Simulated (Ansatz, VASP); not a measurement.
Given: the input of a run of VASP 6.6.1 on CuO.

The input INCAR:

```
PREC = Accurate ; ENCUT = 600
EDIFF = 1E-7 ; ISMEAR = -1
SIGMA = 0.05 ; LREAL = F
LASPH = T ; NELM = 80
ALGO = Normal ; ISIF = 3
LWAVE = F ; LCHARG = F
GGA = PE ; IBRION = 2
NSW = 60 ; EDIFFG = -0.01
```

The input KPOINTS:

```
Automatic mesh
0
Gamma
  10 10 10
```

Contents of POSCAR:

```
CuO
1.0
    0.0000000000      2.3272527300      2.3272527300
    2.3272527300      0.0000000000      2.3272527300
    2.3272527300      2.3272527300      0.0000000000
Cu O
1 1
Direct
    0.0000000000      0.0000000000      0.0000000000
    0.2500000000      0.2500000000      0.2500000000
```

Potentials or basis: VASP PAW PBE potentials, release 64 (Cu, O).

Command:

```console
$ cat potpaw_PBE.64/Cu/POTCAR potpaw_PBE.64/O/POTCAR > POTCAR
$ mpirun -np 1 vasp_std > vasp.out
```

Set up the same calculation for Ansatz 0.2.0. Potentials there: Ansatz PAW.

As run (the cutoff follows the program's own potentials):

File input.yaml:

```yaml
crystal:
  lattice:
    - [0.0, 2.32725273, 2.32725273]
    - [2.32725273, 0.0, 2.32725273]
    - [2.32725273, 2.32725273, 0.0]
  atoms:
    - { symbol: Cu, position: [0.0, 0.0, 0.0] }
    - { symbol: O, position: [0.25, 0.25, 0.25] }
hamiltonian:
  xc: pbe
  pseudopotentials: { kind: paw }
kpoints:
  mp_grid: { grid: [10, 10, 10] }
scf:
  occupations: { method: fermi_dirac, width: 0.05 }
output:
  forces: true
  stress: true
  eigenvalues: true
relax:
  f_tol: 0.01
  max_steps: 40
  cell: { stress_tol: 0.05 }
```

Potentials or basis: Ansatz PAW.

Run with:

```console
$ ansatz run input.yaml --threads 2 --pin off --max-ram 5632MiB --backend cpu --events-out ev --progress --plain --runs-dir out
```

Both were run:

|  | VASP | Ansatz | Ansatz less VASP |
| --- | --- | --- | --- |
| gap on the k mesh at the Fermi level, each at its own relaxed structure (eV) | none | none | - |
| relaxed volume (Å³/atom) | 11.62 | 11.58 | -0.039 |
| relaxed cell length with the largest relative difference (Å) | 3.203 | 3.199 | -0.0036 |

A gap of «none» marks a metal or a gap that the smearing closes. VASP's potentials hold 17 valence electrons a cell and Ansatz's 25, so a difference there can come from the potentials and not from the codes.

Noted on Ansatz's run: the plane-wave basis is chosen anew once the cell has moved, so the energies of steps on either side of that aren't comparable.
